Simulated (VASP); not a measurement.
Here is a VASP 6.6.1 calculation.

POSCAR

```
MgI2
1.0
    4.3650737127      0.0000000000      0.0000000000
   -2.1825368563      3.7802647246      0.0000000000
    0.0000000000      0.0000000000      6.6616191115
Mg I
1 2
Direct
    0.0000000000      0.0000000000      0.0000000000
    0.3333333333      0.6666666667      0.2395358614
    0.6666666667      0.3333333333      0.7604641386
```

Contents of INCAR.step1:

```
PREC = Accurate
ENCUT = 520
EDIFF = 1E-5
ISMEAR = 0
SIGMA = 0.01
LREAL = F
LASPH = T
NELM = 60
ALGO = Normal
ISIF = 2
LWAVE = T
NBANDS = 15
GGA = PE
KPAR = 4
```

The input INCAR.step2:

```
PREC = Accurate
ENCUT = 520
EDIFF = 1E-6
ISMEAR = 0
SIGMA = 0.01
LREAL = F
LASPH = T
NELM = 60
ALGO = Normal
ISIF = 2
LWAVE = F
LCHARG = T
GGA = PE
LHFCALC = T
HFSCREEN = 0.2079
PRECFOCK = Normal
LVHAR = T
NBANDS = 15
ISTART = 1
KPAR = 4
```

File KPOINTS:

```
Automatic mesh
0
Gamma
  6 6 4
```

Potentials or basis: VASP PAW PBE potentials, release 64 (Mg, I).

Command:

```console
$ cat potpaw_PBE.64/Mg/POTCAR potpaw_PBE.64/I/POTCAR > POTCAR
$ cp INCAR.step1 INCAR
$ mpirun -np 4 vasp_std > vasp.out
$ cp INCAR.step2 INCAR
$ mpirun -np 4 vasp_std > vasp.out
```

(1) Predict the pressure.

(2) Estimate the largest force.

(3) Estimate the band gap on the k mesh.

## Answers

(1) -1.3 GPa.

(2) 0.129 eV/Å.

(3) 3.91 eV.

Caveat: the cell differs from its parent crystal (epitaxial xy strain +5.0%); the PAW data sets were made with another functional, which shifts forces and pressure a little; spin-orbit coupling is left out, which moves the levels of the heavy elements; this functional lacks dispersion, which binds layers or chains, so the pressure and a relaxed spacing across them are unreliable.
